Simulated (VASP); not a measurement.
# Si62P (a cell with a defect) in VASP: relaxation of the atoms with PBE

Aim: the relaxation of the atoms of Si62P (a cell with a defect) with PBE.

Program: VASP 6.6.1. These are calculated values, not measurements. Logs are shortened: lines on timing, memory, paths and dates and some standing lists are left out, and cuts for length are marked.

## 1. The cell of the first run

The cell holds a defect, 63 atoms: a = 10.860 Å, b = 10.860 Å, c = 10.860 Å, α = 90.00°, β = 90.00°, γ = 90.00°.

## 2. Relaxation of the atoms, PBE

File INCAR:

```
  PREC = Accurate
  ENCUT = 520
  EDIFF = 1E-6
  ISMEAR = 0
  SIGMA = 0.02
  LREAL = Auto
  LASPH = True
  NELM = 60
  ALGO = Normal
  ISIF = 2
  LWAVE = False
  LCHARG = False
  GGA = PE
  IBRION = 2
  NSW = 80
  EDIFFG = -0.03
  NELECT = 254.0
  NCORE = 4
```

File KPOINTS:

```
Automatic mesh
0
Gamma
  1 1 1
```

File POSCAR:

```
Si62P
1.0
   10.8600000000      0.0000000000      0.0000000000
    0.0000000000     10.8600000000      0.0000000000
    0.0000000000      0.0000000000     10.8600000000
Si P
62 1
Direct
    0.5000000000      0.0000000000      0.0000000000
    0.6250000000      0.1250000000      0.1250000000
    0.7500000000      0.2500000000      0.0000000000
    0.8750000000      0.3750000000      0.1250000000
    0.7500000000      0.0000000000      0.2500000000
    0.8750000000      0.1250000000      0.3750000000
    0.0000000000      0.0000000000      0.0000000000
    0.1250000000      0.1250000000      0.1250000000
    0.2500000000      0.2500000000      0.0000000000
    0.3750000000      0.3750000000      0.1250000000
    0.5000000000      0.5000000000      0.0000000000
    0.6250000000      0.6250000000      0.1250000000
    0.7500000000      0.7500000000      0.0000000000
    0.8750000000      0.8750000000      0.1250000000
    0.2500000000      0.0000000000      0.2500000000
    0.3750000000      0.1250000000      0.3750000000
    0.5000000000      0.2500000000      0.2500000000
    0.6250000000      0.3750000000      0.3750000000
    0.7500000000      0.5000000000      0.2500000000
    0.5000000000      0.0000000000      0.5000000000
    0.6250000000      0.1250000000      0.6250000000
    0.7500000000      0.2500000000      0.5000000000
    0.8750000000      0.3750000000      0.6250000000
    0.7500000000      0.0000000000      0.7500000000
    0.8750000000      0.1250000000      0.8750000000
    0.0000000000      0.5000000000      0.0000000000
    0.1250000000      0.6250000000      0.1250000000
    0.2500000000      0.7500000000      0.0000000000
    0.3750000000      0.8750000000      0.1250000000
    0.0000000000      0.2500000000      0.2500000000
    0.1250000000      0.3750000000      0.3750000000
    0.2500000000      0.5000000000      0.2500000000
    0.3750000000      0.6250000000      0.3750000000
    0.5000000000      0.7500000000      0.2500000000
    0.6250000000      0.8750000000      0.3750000000
    0.0000000000      0.0000000000      0.5000000000
    0.1250000000      0.1250000000      0.6250000000
    0.2500000000      0.2500000000      0.5000000000
    0.3750000000      0.3750000000      0.6250000000
    0.5000000000      0.5000000000      0.5000000000
    0.6250000000      0.6250000000      0.6250000000
    0.8750000000      0.8750000000      0.6250000000
    0.2500000000      0.0000000000      0.7500000000
    0.3750000000      0.1250000000      0.8750000000
    0.5000000000      0.2500000000      0.7500000000
    0.6250000000      0.3750000000      0.8750000000
    0.7500000000      0.5000000000      0.7500000000
    0.8750000000      0.6250000000      0.8750000000
    0.0000000000      0.7500000000      0.2500000000
    0.1250000000      0.8750000000      0.3750000000
    0.0000000000      0.5000000000      0.5000000000
    0.1250000000      0.6250000000      0.6250000000
    0.2500000000      0.7500000000      0.5000000000
    0.3750000000      0.8750000000      0.6250000000
    0.0000000000      0.2500000000      0.7500000000
    0.1250000000      0.3750000000      0.8750000000
    0.2500000000      0.5000000000      0.7500000000
    0.3750000000      0.6250000000      0.8750000000
    0.5000000000      0.7500000000      0.7500000000
    0.6250000000      0.8750000000      0.8750000000
    0.0000000000      0.7500000000      0.7500000000
    0.1250000000      0.8750000000      0.8750000000
    0.8750000000      0.6250000000      0.3750000000
```

Potentials or basis: VASP PAW PBE potentials, release 64 (Si, P).

Launch:

```bash
> cat potpaw_PBE.64/Si/POTCAR potpaw_PBE.64/P/POTCAR > POTCAR
> mpirun -np 4 vasp_gam > vasp.out
```

OUTCAR:

```text
PREC = Accurate
   ENCUT = 520
   EDIFF = 1E-6
   ISMEAR = 0
   LREAL = Auto
   LASPH = True
   NELM = 60
   ISIF = 2
   GGA = PE
   IBRION = 2
   NSW = 80
   EDIFFG = -0.03
   NELECT = 254.0

 ion  position               nearest neighbor table
   1  0.500  0.000  0.000-   2 2.35  29 2.35  44 2.35  60 2.35
   2  0.625  0.125  0.125-   1 2.35   3 2.35   5 2.35  17 2.35
   3  0.750  0.250  0.000-   2 2.35   4 2.35  25 2.35  46 2.35
   4  0.875  0.375  0.125-   3 2.35  19 2.35  26 2.35  30 2.35
   5  0.750  0.000  0.250-   2 2.35   6 2.35  14 2.35  35 2.35
   6  0.875  0.125  0.375-   5 2.35  22 2.35  30 2.35  36 2.35
[... 54 lines left out ...]
  61  0.000  0.750  0.750-  42 2.35  48 2.35  52 2.35  62 2.35
  62  0.125  0.875  0.875-   7 2.35  28 2.35  43 2.35  61 2.35
  63  0.875  0.625  0.375-  19 2.35  49 2.35  51 2.35

  LATTYP: Found a simple cubic cell.
 ALAT       =    10.8600000000

  Lattice vectors:

 A1 = (  10.8600000000,   0.0000000000,   0.0000000000)
 A2 = (   0.0000000000,  10.8600000000,   0.0000000000)
 A3 = (   0.0000000000,   0.0000000000,  10.8600000000)

Analysis of symmetry for initial positions (statically):
=====================================================================
 Subroutine PRICEL returns:
 Original cell was already a primitive cell.

 Routine SETGRP: Setting up the symmetry group for a
 simple cubic supercell.

 Subroutine GETGRP returns: Found  6 space group operations
 (whereof  1 operations were pure point group operations)
 out of a pool of 48 trial point group operations.

The static configuration has the point symmetry C_1 .
 The point group associated with its full space group is C_3v.

Analysis of symmetry for dynamics (positions and initial velocities):
=====================================================================
 Subroutine PRICEL returns:
 Original cell was already a primitive cell.

 Routine SETGRP: Setting up the symmetry group for a
 simple cubic supercell.

 Subroutine GETGRP returns: Found  6 space group operations
 (whereof  1 operations were pure point group operations)
 out of a pool of 48 trial point group operations.

The dynamic configuration has the point symmetry C_1 .
 The point group associated with its full space group is C_3v.

 Subroutine INISYM returns: Found  6 space group operations
 (whereof  1 operations are pure point group operations),
 and found     1 'primitive' translations

----------------------------------------------------------------------------------------

                                     Primitive cell

  volume of cell :    1280.8241

  direct lattice vectors                    reciprocal lattice vectors
    10.860000000  0.000000000  0.000000000     0.092081031  0.000000000  0.000000000
     0.000000000 10.860000000  0.000000000     0.000000000  0.092081031  0.000000000
     0.000000000  0.000000000 10.860000000     0.000000000  0.000000000  0.092081031

  length of vectors
    10.860000000 10.860000000 10.860000000     0.092081031  0.092081031  0.092081031

  position of ions in fractional coordinates (direct lattice)
     0.500000000  0.000000000  0.000000000
     0.625000000  0.125000000  0.125000000
     0.750000000  0.250000000  0.000000000
     0.875000000  0.375000000  0.125000000
     0.750000000  0.000000000  0.250000000
     0.875000000  0.125000000  0.375000000
[... 55 lines left out ...]
     0.125000000  0.875000000  0.875000000
     0.875000000  0.625000000  0.375000000

  ion indices of the primitive-cell ions
   primitive index   ion index
                 1           1
                 2           2
                 3           3
                 4           4
                 5           5
                 6           6
[... 55 lines left out ...]
                62          62
                63          63

----------------------------------------------------------------------------------------

 KPOINTS: Automatic mesh

Automatic generation of k-mesh.
 Grid dimensions read from file:
 generate k-points for:    1    1    1

 Generating k-lattice:

  Cartesian coordinates                     Fractional coordinates (reciprocal lattice)
     0.092081031  0.000000000  0.000000000     1.000000000  0.000000000  0.000000000
     0.000000000  0.092081031  0.000000000     0.000000000  1.000000000  0.000000000
     0.000000000  0.000000000  0.092081031     0.000000000  0.000000000  1.000000000

  Length of vectors
     0.092081031  0.092081031  0.092081031

  Shift w.r.t. Gamma in fractional coordinates (k-lattice)
     0.000000000  0.000000000  0.000000000

 Subroutine IBZKPT returns following result:
 ===========================================

 Found      1 irreducible k-points:

 Following reciprocal coordinates:
            Coordinates               Weight
  0.000000  0.000000  0.000000      1.000000
   k-points           NKPTS =      1   k-points in BZ     NKDIM =      1   number of bands    NBANDS=    159
   number of dos      NEDOS =    301   number of ions     NIONS =     63
   total plane-waves  NPLWV = 592704
   dimension x,y,z NGX =    84 NGY =   84 NGZ =   84
   dimension x,y,z NGXF=   168 NGYF=  168 NGZF=  168
   ions per type =              62   1
   NGX,Y,Z   is equivalent  to a cutoff of  12.86, 12.86, 12.86 a.u.
   NGXF,Y,Z  is equivalent  to a cutoff of  25.72, 25.72, 25.72 a.u.
 SYSTEM =  unknown system
   PREC   = accura    normal or accurate (medium, high low for compatibility)
   ISTART =      0    job   : 0-new  1-cont  2-samecut
   ICHARG =      2    charge: 1-file 2-atom 10-const
   ISPIN  =      1    spin polarized calculation?
   LNONCOLLINEAR =      F non collinear calculations
   LSORBIT =      F    spin-orbit coupling
   LASPH  =      T    aspherical Exc in radial PAW
   ENCUT  =  520.0 eV  38.22 Ry    6.18 a.u.  20.19 20.19 20.19*2*pi/ulx,y,z
   NELM   =     60;   NELMIN=  2; NELMDL= -5     # of ELM steps
   EDIFF  = 0.1E-05   stopping-criterion for ELM
   LREAL  =      T    real-space projection
   EDIFFG = -.3E-01   stopping-criterion for IOM
   NSW    =     80    number of steps for IOM
   IBRION =      2    ionic relax: 0-MD 1-quasi-New 2-CG
   NFREE  =      1    steps in history (QN), initial steepest desc. (CG)
   ISIF   =      2    stress and relaxation
   ISYM   =      2    0-nonsym 1-usesym 2-fastsym
   POTIM  = 0.5000    time-step for ionic-motion
   TEBEG  =    0.0;   TEEND  =   0.0 temperature during run
   PSTRESS=    0.0 pullay stress
   NELECT =     254.0000    total number of electrons
   NUPDOWN=      -1.0000    fix difference up-down
   EMIN   =  10.00;   EMAX   =-10.00  energy-range for DOS
   EFERMI =   0.00;   METHOD = LEGACY
   ISMEAR =     0;   SIGMA  =   0.02  broadening in eV -4-tet -1-fermi 0-gaus
   EFERMI_NEDOS =   21; number of points for ismear=-14 and -15
   IALGO  =     38    algorithm
   IMIX   =      4    mixing-type and parameters
     AMIX     =   0.40;   BMIX     =  1.00
     AMIX_MAG =   1.60;   BMIX_MAG =  1.00
  volume/ion in A,a.u.               =      20.33       137.20
  Fermi-wavevector in a.u.,A,eV,Ry     =   0.954677  1.804077 12.400449  0.911407
  Thomas-Fermi vector in A             =   2.083445
   LORBIT       =      0    0 simple, 1 ext, 2 COOP (PROOUT), +10 PAW based schemes
   GGA     = PE    functional components
   LHFCALC =     F    Hartree Fock is set to
   AEXX    =    0.0000 exact exchange contribution
   IVDW    =     0    specifies the selected vdW correction
   LEPSILON=     F    determine dielectric tensor
   LRPA    =     F    only Hartree local field effects (RPA)
 conjugate gradient relaxation of ions
 non-spin polarized calculation
 Gauss-broadening in eV      SIGMA  =   0.02
  energy-cutoff  :      520.00
  volume of cell :     1280.82
 maximum number of plane-waves:     17229
 NGX is ok and might be reduce to    84
   NGX = 41   NGY = 41   NGZ = 41

--------------------------------------- Ionic step        1  -------------------------------------------

 number of electron     253.9999971 magnetization

 Free energy of the ion-electron system (eV)
  ---------------------------------------------------
  ext. energy  EPLUGINS =         0.00000000
  ---------------------------------------------------
  free energy    TOTEN  =      -326.27861173 eV

  energy without entropy =     -326.25460305  energy(sigma->0) =     -326.26660739

------------------------ aborting loop because EDIFF is reached ----------------------------------------

  FORCE on cell =-STRESS in cart. coord.  units (eV):
  Direction    XX          YY          ZZ          XY          YZ          ZX
  --------------------------------------------------------------------------------------
  -------------------------------------------------------------------------------------
  Total       26.1050387     26.1050387     26.1050387     -3.0400111      3.0400111     -3.0400111
  in kB       32.6546811     32.6546811     32.6546811     -3.8027368      3.8027368     -3.8027368
  external PRESSURE =      32.6546811 kB  Pullay stress =       0.0000000 kB
[... 272 lines left out ...]
  FREE ENERGIE OF THE ION-ELECTRON SYSTEM (eV)
  ---------------------------------------------------
  free  energy   TOTEN  =      -326.3875433452 eV

  energy  without entropy=     -326.3649757614  energy(sigma->0) =     -326.37625955

[... ionic steps 4 to 13 ...]

--------------------------------------- Ionic step       14  -------------------------------------------

 number of electron     253.9999994 magnetization

------------------------ aborting loop because EDIFF is reached ----------------------------------------
[... 189 lines left out ...]
--------------------------------------- Ionic step       16  -------------------------------------------

 number of electron     253.9999993 magnetization

 Free energy of the ion-electron system (eV)
  ---------------------------------------------------
  ext. energy  EPLUGINS =         0.00000000
  ---------------------------------------------------
  free energy    TOTEN  =      -326.51912265 eV

  energy without entropy =     -326.49655506  energy(sigma->0) =     -326.50783886

 E-fermi :   6.3071     XC(G=0):  -9.3539

 val. band max:        6.3070998031   @ k =   0.0000   0.0000   0.0000
 cond. band min:       6.4105043690   @ k =   0.0000   0.0000   0.0000
 fundamental gap:      0.1034045659
 Fermi energy:         6.3070998031

 k-point     1 :       0.0000    0.0000    0.0000
  band No.  band energies     occupation
      1      -6.3421      2.00000
      2      -5.7661      2.00000
      3      -5.1684      2.00000
      4      -5.1684      2.00000
      5      -5.1306      2.00000
      6      -5.1306      2.00000
[... 131 lines left out ...]
    138       6.9214      0.00000
    139       6.9498      0.00000
 [bands above 139 left out]

------------------------ aborting loop because EDIFF is reached ----------------------------------------

  FORCE on cell =-STRESS in cart. coord.  units (eV):
  Direction    XX          YY          ZZ          XY          YZ          ZX
  --------------------------------------------------------------------------------------
  -------------------------------------------------------------------------------------
  Total       22.5756411     22.5756411     22.5756411     -6.7714078      6.7714078     -6.7714078
  in kB       28.2397728     28.2397728     28.2397728     -8.4703251      8.4703251     -8.4703251
  external PRESSURE =      28.2397728 kB  Pullay stress =       0.0000000 kB
[... 78 lines left out ...]
  FREE ENERGIE OF THE ION-ELECTRON SYSTEM (eV)
  ---------------------------------------------------
  free  energy   TOTEN  =      -326.5191226469 eV

  energy  without entropy=     -326.4965550636  energy(sigma->0) =     -326.50783886

 reached required accuracy - stopping structural energy minimisation
```

It took 19 min on 4 MPI ranks of AMD EPYC 7R43 (Zen 3), shared host; peak memory 0.37 GiB.

Results:

```yaml
Free_energy: -326.5191 eV
Energy_gained_by_relaxing: 3.8 meV/atom
Ionic_steps: 16
Largest_force_after_relaxing: 0.026 eV/Å
```

Forces on the atoms (eV/Å):
```
Si   0.009 -0.009  0.023
Si  -0.011  0.005  0.002
Si  -0.008 -0.016 -0.016
Si  -0.008 -0.015 -0.015
Si  -0.002  0.004  0.006
Si   0.006 -0.009 -0.006
Si  -0.008 -0.005  0.004
Si  -0.006  0.004  0.006
Si   0.000  0.000  0.000
Si  -0.004  0.006  0.006
Si   0.005  0.008  0.004
Si   0.001 -0.003  0.008
Si   0.007 -0.007 -0.008
Si   0.003 -0.001  0.008
Si  -0.004 -0.005  0.008
Si   0.015 -0.015 -0.009
Si   0.005  0.004  0.008
Si   0.001  0.008 -0.003
Si   0.006 -0.001 -0.001
Si   0.003 -0.003 -0.019
Si  -0.005  0.015  0.005
Si   0.007 -0.008 -0.007
Si   0.003  0.008 -0.001
Si   0.019 -0.003 -0.003
Si   0.009 -0.015 -0.015
Si  -0.012  0.012  0.004
Si   0.015  0.008 -0.015
Si   0.016  0.008 -0.016
Si  -0.005  0.011  0.002
Si  -0.012  0.004  0.012
Si   0.015 -0.015  0.008
Si  -0.004  0.012  0.012
Si   0.009 -0.006 -0.006
Si  -0.004  0.002  0.006
Si  -0.001  0.001  0.016
Si  -0.006  0.004  0.002
Si  -0.002  0.005  0.011
Si   0.016 -0.016  0.008
Si  -0.005  0.002  0.011
Si  -0.004  0.006  0.002
Si  -0.001  0.016  0.001
Si  -0.016  0.001  0.001
Si  -0.023 -0.009 -0.009
Si   0.002 -0.002 -0.002
Si   0.009  0.023 -0.009
Si  -0.011  0.002  0.005
Si  -0.002  0.006  0.004
Si   0.006 -0.006 -0.009
Si   0.001 -0.006 -0.001
Si  -0.008 -0.001 -0.003
Si   0.001 -0.001 -0.006
Si  -0.008 -0.003 -0.001
Si   0.008 -0.007 -0.007
Si  -0.015  0.005  0.005
Si  -0.008  0.004 -0.005
Si  -0.006  0.006  0.004
Si  -0.004  0.008 -0.005
Si   0.015 -0.009 -0.015
Si   0.003 -0.019 -0.003
Si  -0.005  0.005  0.015
Si  -0.006  0.002  0.004
Si  -0.002  0.011  0.005
P    0.012 -0.012 -0.012
```

Step by step:
```csv
step,energy change (eV),largest force (eV/Å),pressure (GPa)
1,0.0000,0.7020,3.27
2,-0.0971,0.3278,3.19
3,-0.1089,0.2262,3.18
4,-0.1498,0.2342,3.14
5,-0.1660,0.2930,3.10
6,-0.1943,0.1492,3.05
7,-0.2001,0.1270,3.01
8,-0.2162,0.0801,2.95
9,-0.2182,0.1243,2.92
10,-0.2285,0.1271,2.88
11,-0.2294,0.1275,2.87
12,-0.2352,0.0911,2.85
13,-0.2359,0.0792,2.84
14,-0.2389,0.0527,2.83
15,-0.2389,0.0510,2.83
16,-0.2405,0.0261,2.82
```

Levels at points of the mesh, in eV from the Fermi level:
```
           k point  band 125  band 126  band 127  band 128  band 129  band 130  band 131  band 132
(0.00, 0.00, 0.00)     -0.87     -0.48      0.00      0.00      0.10      0.10      0.10      0.21
```

Caveat: the k points lie up to 0.58 Å⁻¹ apart; the cell carries a net charge on a neutralising background, which shifts energy and pressure; the cell is charged against a uniform background, so pressure and absolute levels hang on convention.
